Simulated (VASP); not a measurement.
## TaCl3F: single point with PBE

The system is TaCl3F.

```
Ta Cl F
1.0
    -2.05628    2.43068    6.85562
     2.05628   -2.43068    6.85562
     2.05628    2.43068   -6.85562
Ta Cl F
1 3 1
Cartesian
  0.0000 0.0000 0.0000
  0.0000 0.0000 11.3890
  0.0000 0.0000 2.3222
  0.0000 2.4307 0.0000
  2.0563 0.0000 0.0000
```

| Property | Result |
| --- | --- |
| Program | VASP 6.6.1 |
| Task | single point |
| Functional | PBE |
| Potentials or basis | VASP PAW PBE potentials, release 64 (Ta_pv, Cl, F) |
| Cutoff | 520 eV |
| k mesh | 4 × 4 × 4 |
| Occupations | gaussian, width 0.15 eV |
| Spin | no spin polarisation |
| Dipole correction | no |
| Further INCAR settings | ALGO = Normal; EDIFF = 1e-06; NBANDS = 28 |

| Property | Result |
| --- | --- |
| Pressure | 0.0 GPa |
| Largest force | 0.022 eV/Å |
| Band gap on the k mesh | zero (an odd number of electrons rules out a gap without spin polarisation) |

Forces on the atoms (eV/Å):
```
Ta   0.000  0.000  0.000
Cl   0.000  0.000  0.022
Cl   0.000  0.000 -0.022
Cl   0.000  0.000  0.000
F    0.000  0.000  0.000
```

Stress tensor (GPa, compression positive):
```
-0.04  0.00  0.00
 0.00 -0.13  0.00
 0.00  0.00  0.14
```

Levels at points of the mesh, in eV from the Fermi level:
```
           k point  band 15  band 16  band 17  band 18  band 19  band 20  band 21  band 22  band 23  band 24
(0.00, 0.00, 0.00)    -4.53    -4.16    -3.52    -3.16    -3.16    -1.13    -0.21     0.20     0.44     2.09
(0.50, 0.00, 0.00)    -4.27    -4.05    -3.54    -3.34    -3.09     0.30     0.51     0.85     2.13     4.45
(0.00, 0.50, 0.00)    -4.33    -4.09    -3.92    -3.55    -3.33    -0.02     0.13     0.55     1.03     4.58
(0.50, 0.50, 0.00)    -4.18    -4.10    -3.97    -3.52    -3.01     0.83     1.14     1.38     4.26     5.14
(0.50, 0.50, 0.50)    -4.26    -4.00    -3.97    -3.63    -3.44    -1.13     0.09     0.37     0.44     1.96
```

Run time: 4.2 min on 1 thread of Intel Xeon 8259CL (shared host), peak memory 0.42 GiB.

Caveat: the k points lie up to 0.40 Å⁻¹ apart, too coarse for converged energies and pressures of a metal; spin-orbit coupling is left out, which moves the levels of the heavy elements; an odd number of electrons without spin polarisation forces a metal; a magnetic or distorted state may lie lower.
